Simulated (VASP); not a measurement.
The system is SnS.

```
Sn S
1.0
    11.20000    0.00000    0.00000
     0.00000    3.98700    0.00000
     0.00000    0.00000    4.33400
Sn S
4 4
Cartesian
  1.3373 0.9968 0.5192
  4.2627 2.9903 2.6862
  6.9373 0.9968 1.6478
  9.8627 2.9903 3.8148
  9.5290 0.9968 2.0773
  7.2710 2.9903 4.2443
  3.9290 0.9968 0.0897
  1.6710 2.9903 2.2567
```

| Property | Result |
| --- | --- |
| Program | VASP 6.6.1 |
| Task | relaxation of cell and atoms |
| Functional | LDA |
| Potentials or basis | VASP PAW LDA potentials, release 64 (Sn_d, S) |
| Cutoff | 500 eV |
| k mesh | 4 × 8 × 6 |
| Occupations | fermi-dirac, width 0.02 eV |
| Spin | no spin polarisation |

At the start: pressure -2.4 GPa; volume 24.19 Å³/atom.

How do energy, volume and symmetry change on relaxing?

Over 17 steps the energy falls by 11.8 meV/atom and the volume is 22.70 Å³/atom (-6.2 %); space group Pnma (No. 62, to 0.1 Å) before and after.

The path:
```
step  energy change (eV)  largest force (eV/Å)  pressure (GPa)  volume (Å³)
   1              0.0000                0.0446           -2.38       193.53
   2             -0.0489                0.3262            0.92       183.64
   3             -0.0565                0.2240           -0.03       186.21
   4             -0.0702                0.1667           -0.03       185.10
   5             -0.0872                0.0531            0.12       181.80
   6             -0.0917                0.0560           -0.12       181.74
   7             -0.0918                0.0497           -0.09       181.75
   8             -0.0931                0.0247            0.12       181.26
   9             -0.0932                0.0275            0.18       181.12
  10             -0.0939                0.0212           -0.01       181.61
  11             -0.0939                0.0215           -0.02       181.62
  12             -0.0941                0.0190           -0.01       181.59
  13             -0.0943                0.0147            0.02       181.51
  14             -0.0943                0.0238            0.08       181.33
  15             -0.0944                0.0162            0.05       181.43
  16             -0.0945                0.0107           -0.07       181.70
  17             -0.0945                0.0077           -0.03       181.59
```

Final structure:
```xyz
8
Lattice="10.9654 0.0000 0.0000 0.0000 3.9506 0.0000 0.0000 0.0000 4.1918" Properties=species:S:1:pos:R:3 pbc="T T T"
Sn    1.2886    0.9877    0.4695
Sn    4.1942    2.9630    2.5655
Sn    6.7713    0.9877    1.6264
Sn    9.6769    2.9630    3.7223
S     9.3665    0.9877    1.9770
S     7.0817    2.9630    4.0729
S     3.8838    0.9877    0.1189
S     1.5989    2.9630    2.2148
```
